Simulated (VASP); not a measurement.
Wanted: the native input for a VASP 6.6.1 run.

```yaml
Task: single point
Functional: r2SCAN
Potentials_or_basis: VASP PAW PBE potentials, release 64 (Cu)
Cutoff: 520 eV
k_mesh: 20 × 20 × 20
Occupations: gaussian, width 0.1 eV
Spin: no spin polarisation
Dipole_correction: no
Further_INCAR_settings: ALGO = Normal; EDIFF = 1e-07; NBANDS = 12
```

Crystal: Cu.

```
Cu
1.0
     0.00000    1.77121    1.77121
     1.77121    0.00000    1.77121
     1.77121    1.77121    0.00000
Cu
1
Direct
  0.00000 0.00000 0.00000
```

The input as run:

POSCAR

```
Cu
1.0
    0.0000000000      1.7712081181      1.7712081181
    1.7712081181      0.0000000000      1.7712081181
    1.7712081181      1.7712081181      0.0000000000
Cu
1
Direct
    0.0000000000      0.0000000000      0.0000000000
```

INCAR.step1

```
SYSTEM = Cu
PREC = Accurate
ENCUT = 520
ISMEAR = 0
SIGMA = 0.1
LREAL = .FALSE.
LASPH = .TRUE.
NELM = 100
NBANDS = 12
GGA = PE
ALGO = Normal
EDIFF = 1E-4
LWAVE = .TRUE.
LCHARG = .FALSE.
```

INCAR.step2

```
SYSTEM = Cu
PREC = Accurate
ENCUT = 520
EDIFF = 1E-7
ISMEAR = 0
SIGMA = 0.1
LREAL = .FALSE.
LASPH = .TRUE.
NELM = 100
ALGO = Normal
ISIF = 2
LWAVE = .FALSE.
LCHARG = .TRUE.
METAGGA = R2SCAN
LMIXTAU = .TRUE.
LELF = .TRUE.
LVHAR = .TRUE.
NBANDS = 12
ISTART = 1
```

KPOINTS

```
Automatic mesh
0
G
  20 20 20
  0 0 0
```

Potentials or basis: VASP PAW PBE potentials, release 64 (Cu).

Launch:

```console
$ cat potpaw_PBE.64/Cu/POTCAR > POTCAR
$ cp INCAR.step1 INCAR
$ mpirun -np 1 vasp_std > vasp.out
$ cp INCAR.step2 INCAR
$ mpirun -np 1 vasp_std > vasp.out
```

Results of the run:

```
Pressure : 5.7 GPa
```

Caveat: the PAW data sets were made with another functional, which shifts forces and pressure a little.

Run time: 81 s on 1 thread of Intel(R) Xeon(R) Platinum 8559C (Emerald Rapids) (shared host), peak memory 0.15 GiB.
